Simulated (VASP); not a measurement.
Write the native input for VASP 6.6.1 that does the following.

```yaml
Task: electric field gradients
Functional: PBE
Potentials_or_basis: VASP PAW PBE potentials, release 64 (Sb)
Cutoff: 520 eV
k_mesh: 12 × 12 × 7
Occupations: fermi-dirac, width 0.05 eV
Spin: no spin polarisation
Dipole_correction: no
Further_INCAR_settings: ALGO = Normal; EDIFF = 1e-08; NBANDS = 12
```

The structure of Sb lies in POSCAR:

```
Sb
1.0
    3.4032041041      0.0000000000      0.0000000000
   -1.7016020521      2.9472612084      0.0000000000
    0.0000000000      0.0000000000      5.2234000000
Sb
2
Direct
    0.3333333333      0.6666666667      0.2500000000
    0.6666666667      0.3333333333      0.7500000000
```

This cell differs from its parent crystal: z stretched by -2 % at fixed volume.

The input as run:

INCAR

```
SYSTEM = Sb
  PREC = Accurate
  ENCUT = 520
  EDIFF = 1E-8
  ISMEAR = -1
  SIGMA = 0.05
  LREAL = .False.
  LASPH = .True.
  NELM = 60
  ALGO = Normal
  ISIF = 2
  LWAVE = .False.
  LCHARG = .False.
  GGA = PE
  LEFG = .True.
  NBANDS = 12
```

KPOINTS

```
Automatic mesh
0
Gamma
  12 12 7
  0 0 0
```

Potentials or basis: VASP PAW PBE potentials, release 64 (Sb).

The run is started by

```bash
$ cat potpaw_PBE.64/Sb/POTCAR > POTCAR
$ mpirun -np 1 vasp_std > vasp.out
```

Results of the run:

```json
{"Pressure": "2.9 GPa", "Band gap on the k mesh": "zero (band 5 reaches 12.62 eV, above the bottom of band 6 at 6.00 eV)"}
```

Caveat: without QUAD_EFG the Cq values of the log hold for a quadrupole moment of 1 mb, not for the nuclei; spin-orbit coupling is left out, which moves the levels of the heavy elements.

It took 25 s on 1 thread of AMD EPYC 9R14 (Zen 4), with other jobs on the host, peak memory 0.17 GiB.
